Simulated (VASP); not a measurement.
# NiO (R-3m) in VASP: single point with PBE+U

Aim: the single point of NiO with PBE+U.

Everything below comes from runs of VASP 6.6.1. Logs are shortened: lines on timing, memory, paths and dates and some standing lists are left out, and cuts for length are marked.

## (1) The cell of the first run

The structure is trigonal, space group R-3m (No. 166). The conventional cell has a = 2.954 Å, b = 2.954 Å, c = 7.162 Å, α = 90.00°, β = 90.00°, γ = 120.00°. Within 2.8 Å of Ni (site symmetry -3m) lie 6 O at 2.08 Å. Within 2.8 Å of O (site symmetry -3m) lie 6 Ni at 2.08 Å.

## (2) Single point, PBE+U, collinear spin, antiferromagnetic start

Input file INCAR:

```
  ALGO = Normal
  EDIFF = 1E-7
  ENCUT = 520
  GGA = PE
  ISIF = 2
  ISMEAR = 0
  ISPIN = 2
  LASPH = True
  LCHARG = False
  LDAU = True
  LDAUJ = 0 0
  LDAUL = 2 -1
  LDAUPRINT = 1
  LDAUTYPE = 2
  LDAUU = 7 0
  LMAXMIX = 4
  LORBIT = 11
  LREAL = False
  LWAVE = False
  MAGMOM = 1.7 -1.7 0 0
  NBANDS = 28
  NELM = 150
  PREC = Accurate
  SIGMA = 0.01
```

Input file KPOINTS:

```
k-points
0
Gamma
  8 8 8
```

Input file POSCAR:

```
NiO
1.0
    2.0606533300      2.0606533300      4.1491533300
    4.1491533300      2.0606533300      2.0606533300
    2.0606533300      4.1491533300      2.0606533300
Ni O
2 2
Direct
    0.0000000000      0.0000000000      0.0000000000
    0.5000000000      0.5000000000      0.5000000000
    0.2500000000      0.2500000000      0.2500000000
    0.7500000000      0.7500000000      0.7500000000
```

Potentials or basis: VASP PAW PBE potentials, release 64 (Ni, O).

Run with:

```bash
cat potpaw_PBE.64/Ni/POTCAR potpaw_PBE.64/O/POTCAR > POTCAR
mpirun -np 1 vasp_std > vasp.out
```

OUTCAR:

```text
EDIFF = 1E-7
   ENCUT = 520
   GGA = PE
   ISIF = 2
   ISMEAR = 0
   ISPIN = 2
   LASPH = True
   LORBIT = 11
   LREAL = False
   NELM = 150
   PREC = Accurate

 ion  position               nearest neighbor table
   1  0.000  0.000  0.000-   4 2.08   4 2.08   3 2.08   3 2.08   4 2.08   3 2.08   2 2.93   2 2.93
                             2 2.93   2 2.93   2 2.93   2 2.93
   2  0.500  0.500  0.500-   3 2.08   3 2.08   4 2.08   4 2.08   3 2.08   4 2.08   1 2.93   1 2.93
                             1 2.93   1 2.93   1 2.93   1 2.93
   3  0.250  0.250  0.250-   1 2.08   1 2.08   2 2.08   2 2.08   1 2.08   2 2.08
   4  0.750  0.750  0.750-   2 2.08   2 2.08   1 2.08   1 2.08   2 2.08   1 2.08

  LATTYP: Found a trigonal (rhomboedric) cell.
 ALAT       =     5.0703113956
 COS(alpha) =     0.8303320963

  Lattice vectors:

 A1 = (   2.0606533300,   2.0606533300,   4.1491533300)
 A2 = (   4.1491533300,   2.0606533300,   2.0606533300)
 A3 = (   2.0606533300,   4.1491533300,   2.0606533300)

Analysis of symmetry for initial positions (statically):
=====================================================================
 Subroutine PRICEL returns following result:

  LATTYP: Found a trigonal (rhomboedric) cell.
 ALAT       =     2.9339274935
 COS(alpha) =     0.4932774804
[... 12 lines left out ...]
 Subroutine GETGRP returns: Found 12 space group operations
 (whereof 12 operations were pure point group operations)
 out of a pool of 12 trial point group operations.

The static configuration has the point symmetry D_3d.

Analysis of symmetry for dynamics (positions and initial velocities):
=====================================================================
 Subroutine PRICEL returns following result:

  LATTYP: Found a trigonal (rhomboedric) cell.
 ALAT       =     2.9339274935
 COS(alpha) =     0.4932774804
[... 12 lines left out ...]
 Subroutine GETGRP returns: Found 12 space group operations
 (whereof 12 operations were pure point group operations)
 out of a pool of 12 trial point group operations.

The dynamic configuration has the point symmetry D_3d.

Analysis of structural, dynamic, and magnetic symmetry:
=====================================================================
 Subroutine PRICEL returns following result:

  LATTYP: Found a trigonal (rhomboedric) cell.
 ALAT       =     2.9339274935
 COS(alpha) =     0.4932774804
[... 12 lines left out ...]
 Subroutine GETGRP returns: Found 12 space group operations
 (whereof 12 operations were pure point group operations)
 out of a pool of 12 trial point group operations.

The overall configuration has the point symmetry D_3d.

 Subroutine INISYM returns: Found 12 space group operations
 (whereof 12 operations are pure point group operations),
 and found     2 'primitive' translations

----------------------------------------------------------------------------------------

                                     Primitive cell

  volume of cell :      18.0372

  direct lattice vectors                    reciprocal lattice vectors
     2.074576665 -0.013923335  2.074576665     0.240212354 -0.238600191  0.240212354
     2.074576665  2.074576665 -0.013923335     0.240212354  0.240212354 -0.238600191
    -0.013923335  2.074576665  2.074576665    -0.238600191  0.240212354  0.240212354

  length of vectors
     2.933927494  2.933927494  2.933927494     0.415131306  0.415131306  0.415131306

  position of ions in fractional coordinates (direct lattice)
     0.000000000  0.000000000  0.000000000
     0.500000000  0.500000000  0.500000000

  ion indices of the primitive-cell ions
   primitive index   ion index
                 1           1
                 2           3

----------------------------------------------------------------------------------------

 KPOINTS: k-points

Automatic generation of k-mesh.
 Grid dimensions read from file:
 generate k-points for:    8    8    8

 Generating k-lattice:

[... 77 lines left out ...]
   EFERMI_NEDOS =   21; number of points for ismear=-14 and -15
   IALGO  =     38    algorithm
   IMIX   =      4    mixing-type and parameters
     AMIX     =   0.40;   BMIX     =  1.00
     AMIX_MAG =   1.60;   BMIX_MAG =  1.00
  volume/ion in A,a.u.               =       9.02        60.86
  Fermi-wavevector in a.u.,A,eV,Ry     =   1.572988  2.972515 33.664756  2.474290
  Thomas-Fermi vector in A             =   2.674339
   LORBIT       =     11    0 simple, 1 ext, 2 COOP (PROOUT), +10 PAW based schemes
 LDA+U is selected, type is set to LDAUTYPE =  2
   angular momentum for each species LDAUL =     2   -1
   U (eV)           for each species LDAUU =   7.0  0.0
   J (eV)           for each species LDAUJ =   0.0  0.0
   GGA     = PE    functional components
   LHFCALC =     F    Hartree Fock is set to
   AEXX    =    0.0000 exact exchange contribution
   IVDW    =     0    specifies the selected vdW correction
   LEPSILON=     F    determine dielectric tensor
   LRPA    =     F    only Hartree local field effects (RPA)
 spin polarized calculation
 Gauss-broadening in eV      SIGMA  =   0.01
  energy-cutoff  :      520.00
  volume of cell :       36.07
 maximum number of plane-waves:      1007
 NGX is ok and might be reduce to    40
   NGX = 19   NGY = 19   NGZ = 19

 number of electron      32.0000009 magnetization      -0.0000000

atom =   1  type =  1  l = 2

 onsite density matrix

spin component  1

  0.9867 -0.0000  0.0002 -0.0000 -0.0000
 -0.0000  0.9867 -0.0001 -0.0000  0.0001
  0.0002 -0.0001  1.0389 -0.0001 -0.0000
 -0.0000 -0.0000 -0.0001  0.9867 -0.0001
 -0.0000  0.0001 -0.0000 -0.0001  1.0389

spin component  2

  0.9850 -0.0000 -0.0022 -0.0000  0.0000
 -0.0000  0.9850  0.0011 -0.0000 -0.0019
 -0.0022  0.0011  0.1464  0.0011 -0.0000
 -0.0000 -0.0000  0.0011  0.9850  0.0019
  0.0000 -0.0019 -0.0000  0.0019  0.1464

 occupancies and eigenvectors

  o =  0.1464  v =  0.0000  0.0000  0.0000  0.0000  0.0000 -0.0026  0.0013 -0.9998  0.0014 -0.0203      0.0000  0.0000  0.0000  0.0000  0.0000  0.0000  0.0000  0.0000  0.0000  0.0000
  o =  0.1464  v =  0.0000  0.0000  0.0000  0.0000  0.0000  0.0001 -0.0023  0.0203  0.0023 -0.9998      0.0000  0.0000  0.0000  0.0000  0.0000  0.0000  0.0000  0.0000  0.0000  0.0000
  o =  0.9850  v =  0.0000  0.0000  0.0000  0.0000  0.0000  0.5774  0.5774 -0.0000  0.5774  0.0000      0.0000  0.0000  0.0000  0.0000  0.0000  0.0000  0.0000  0.0000  0.0000  0.0000
  o =  0.9851  v =  0.0000  0.0000  0.0000  0.0000  0.0000 -0.8156  0.3747  0.0032  0.4409  0.0002      0.0000  0.0000  0.0000  0.0000  0.0000  0.0000  0.0000  0.0000  0.0000  0.0000
  o =  0.9851  v =  0.0000  0.0000  0.0000  0.0000  0.0000  0.0382 -0.7254 -0.0002  0.6872  0.0032      0.0000  0.0000  0.0000  0.0000  0.0000  0.0000  0.0000  0.0000  0.0000  0.0000
  o =  0.9866  v = -0.5774 -0.5774  0.0000 -0.5774  0.0000  0.0000  0.0000  0.0000  0.0000  0.0000      0.0000  0.0000  0.0000  0.0000  0.0000  0.0000  0.0000  0.0000  0.0000  0.0000
  o =  0.9867  v =  0.8160 -0.4326 -0.0039 -0.3834  0.0001  0.0000  0.0000  0.0000  0.0000  0.0000      0.0000  0.0000  0.0000  0.0000  0.0000  0.0000  0.0000  0.0000  0.0000  0.0000
  o =  0.9867  v = -0.0284 -0.6925  0.0001  0.7209  0.0039  0.0000  0.0000  0.0000  0.0000  0.0000      0.0000  0.0000  0.0000  0.0000  0.0000  0.0000  0.0000  0.0000  0.0000  0.0000
  o =  1.0389  v = -0.0032  0.0016 -1.0000  0.0016  0.0000  0.0000  0.0000  0.0000  0.0000  0.0000      0.0000  0.0000  0.0000  0.0000  0.0000  0.0000  0.0000  0.0000  0.0000  0.0000
  o =  1.0389  v =  0.0000  0.0028  0.0000 -0.0028  1.0000  0.0000  0.0000  0.0000  0.0000  0.0000      0.0000  0.0000  0.0000  0.0000  0.0000  0.0000  0.0000  0.0000  0.0000  0.0000

atom =   2  type =  1  l = 2

 onsite density matrix

spin component  1

  0.9850 -0.0000 -0.0022 -0.0000  0.0000
 -0.0000  0.9850  0.0011 -0.0000 -0.0019
 -0.0022  0.0011  0.1464  0.0011  0.0000
 -0.0000 -0.0000  0.0011  0.9850  0.0019
  0.0000 -0.0019  0.0000  0.0019  0.1464

spin component  2

  0.9867 -0.0000  0.0002 -0.0000 -0.0000
 -0.0000  0.9867 -0.0001 -0.0000  0.0001
  0.0002 -0.0001  1.0389 -0.0001  0.0000
 -0.0000 -0.0000 -0.0001  0.9867 -0.0001
 -0.0000  0.0001  0.0000 -0.0001  1.0389

 occupancies and eigenvectors

  o =  0.1464  v = -0.0026  0.0014 -0.9999  0.0013  0.0145  0.0000  0.0000  0.0000  0.0000  0.0000      0.0000  0.0000  0.0000  0.0000  0.0000  0.0000  0.0000  0.0000  0.0000  0.0000
  o =  0.1464  v =  0.0000  0.0023  0.0145 -0.0023  0.9999  0.0000  0.0000  0.0000  0.0000  0.0000      0.0000  0.0000  0.0000  0.0000  0.0000  0.0000  0.0000  0.0000  0.0000  0.0000
  o =  0.9850  v =  0.5774  0.5774 -0.0000  0.5774 -0.0000  0.0000  0.0000  0.0000  0.0000  0.0000      0.0000  0.0000  0.0000  0.0000  0.0000  0.0000  0.0000  0.0000  0.0000  0.0000
  o =  0.9851  v =  0.8142 -0.4599 -0.0032 -0.3543  0.0002  0.0000  0.0000  0.0000  0.0000  0.0000      0.0000  0.0000  0.0000  0.0000  0.0000  0.0000  0.0000  0.0000  0.0000  0.0000
  o =  0.9851  v = -0.0610 -0.6746  0.0002  0.7356  0.0032  0.0000  0.0000  0.0000  0.0000  0.0000      0.0000  0.0000  0.0000  0.0000  0.0000  0.0000  0.0000  0.0000  0.0000  0.0000
  o =  0.9866  v =  0.0000  0.0000  0.0000  0.0000  0.0000  0.5774  0.5774 -0.0000  0.5774  0.0000      0.0000  0.0000  0.0000  0.0000  0.0000  0.0000  0.0000  0.0000  0.0000  0.0000
  o =  0.9867  v =  0.0000  0.0000  0.0000  0.0000  0.0000  0.8154 -0.3705 -0.0039 -0.4449 -0.0002      0.0000  0.0000  0.0000  0.0000  0.0000  0.0000  0.0000  0.0000  0.0000  0.0000
  o =  0.9867  v =  0.0000  0.0000  0.0000  0.0000  0.0000  0.0430 -0.7276 -0.0002  0.6846  0.0039      0.0000  0.0000  0.0000  0.0000  0.0000  0.0000  0.0000  0.0000  0.0000  0.0000
  o =  1.0389  v =  0.0000  0.0000  0.0000  0.0000  0.0000  0.0000  0.0028  0.0000 -0.0028  1.0000      0.0000  0.0000  0.0000  0.0000  0.0000  0.0000  0.0000  0.0000  0.0000  0.0000
  o =  1.0389  v =  0.0000  0.0000  0.0000  0.0000  0.0000  0.0032 -0.0016  1.0000 -0.0016 -0.0000      0.0000  0.0000  0.0000  0.0000  0.0000  0.0000  0.0000  0.0000  0.0000  0.0000

 number of electron      32.0000009 magnetization       0.0000000

 Free energy of the ion-electron system (eV)
  ---------------------------------------------------
  ext. energy  EPLUGINS =         0.00000000
  ---------------------------------------------------
  free energy    TOTEN  =       -20.25242556 eV

  energy without entropy =      -20.25242556  energy(sigma->0) =      -20.25242556

 E-fermi :   6.3826     XC(G=0): -12.6993

 val. band max:        6.3240208261   @ k =   0.5000   0.5000   0.5000
 cond. band min:       9.9172825047   @ k =   0.0000   0.0000   0.0000
 fundamental gap:      3.5932616786
 Fermi energy:         6.3825731175

 spin component 1

 k-point     1 :       0.0000    0.0000    0.0000
  band No.  band energies     occupation
      1     -11.8975      1.00000
      2     -10.3913      1.00000
      3      -0.7622      1.00000
      4      -0.2785      1.00000
      5      -0.2784      1.00000
      6       1.7228      1.00000
[... 1481 lines left out ...]
     27      24.7484      0.00000
     28      28.8784      0.00000

 [... further k-points ...]
[... 5 lines left out ...]
  --------------------------------------------------------------------------------------
  -------------------------------------------------------------------------------------
  Total        0.4339676      0.4339676      0.4339676      0.1326905      0.1326905      0.1326905
  in kB       19.2738837     19.2738837     19.2738837      5.8932072      5.8932072      5.8932072
  external PRESSURE =      19.2738837 kB  Pullay stress =       0.0000000 kB

 VOLUME and BASIS-vectors are now :
 -----------------------------------------------------------------------------
  energy-cutoff  :      520.00
  volume of cell :       36.07
      direct lattice vectors                 reciprocal lattice vectors
     2.060653330  2.060653330  4.149153330    -0.119300095 -0.119300095  0.359512450
     4.149153330  2.060653330  2.060653330     0.359512450 -0.119300095 -0.119300095
     2.060653330  4.149153330  2.060653330    -0.119300095  0.359512450 -0.119300095

 POSITION                                       TOTAL-FORCE (eV/Angst)
 -----------------------------------------------------------------------------------
      0.00000      0.00000      0.00000         0.000000      0.000000     -0.000000
      4.13523      4.13523      4.13523         0.000000     -0.000000     -0.000000
      2.06761      2.06761      2.06761         0.000000     -0.000000      0.000000
      6.20284      6.20284      6.20284        -0.000000      0.000000     -0.000000
 -----------------------------------------------------------------------------------
    total drift:                               -0.000000     -0.000000      0.000000

  FREE ENERGIE OF THE ION-ELECTRON SYSTEM (eV)
  ---------------------------------------------------
  free  energy   TOTEN  =       -20.2524255625 eV

  energy  without entropy=      -20.2524255625  energy(sigma->0) =      -20.25242556

 total charge

# of ion       s       p       d       tot
------------------------------------------
    1        0.346   0.432   8.256   9.034
    2        0.346   0.432   8.256   9.034
    3        1.549   3.485   0.000   5.033
    4        1.549   3.485   0.000   5.033
--------------------------------------------------
tot          3.788   7.834  16.513  28.135

 magnetization (x)

# of ion       s       p       d       tot
------------------------------------------
    1       -0.001  -0.004   1.787   1.782
    2        0.001   0.004  -1.787  -1.782
    3        0.000   0.000   0.000   0.000
    4        0.000   0.000   0.000   0.000
--------------------------------------------------
tot          0.000   0.000   0.000   0.000
```

It took 6.3 min on 1 thread of AMD EPYC 7R43 (Zen 3), shared host; peak memory 0.3 GiB.

What came out:

- Free energy: -20.2524 eV
- Pressure: 1.9 GPa
- Band gap on the k mesh: 3.59 eV
- Net moment: 0.00 μB per cell
- Site moments: Ni +1.78, -1.78; O +0.00 μB
- Valence electrons inside the program's atomic spheres: Ni 9.03; O 5.03

Eigenvalues of the final occupation matrices:
```
    site  spin  trace               eigenvalues
site 1 d     1   5.04  0.99 0.99 0.99 1.04 1.04
site 1 d     2   3.25  0.15 0.15 0.98 0.99 0.99
site 2 d     1   3.25  0.15 0.15 0.98 0.99 0.99
site 2 d     2   5.04  0.99 0.99 0.99 1.04 1.04
```

A k mesh can miss the band edges. The state reached can hang on the start; a lower one may exist.
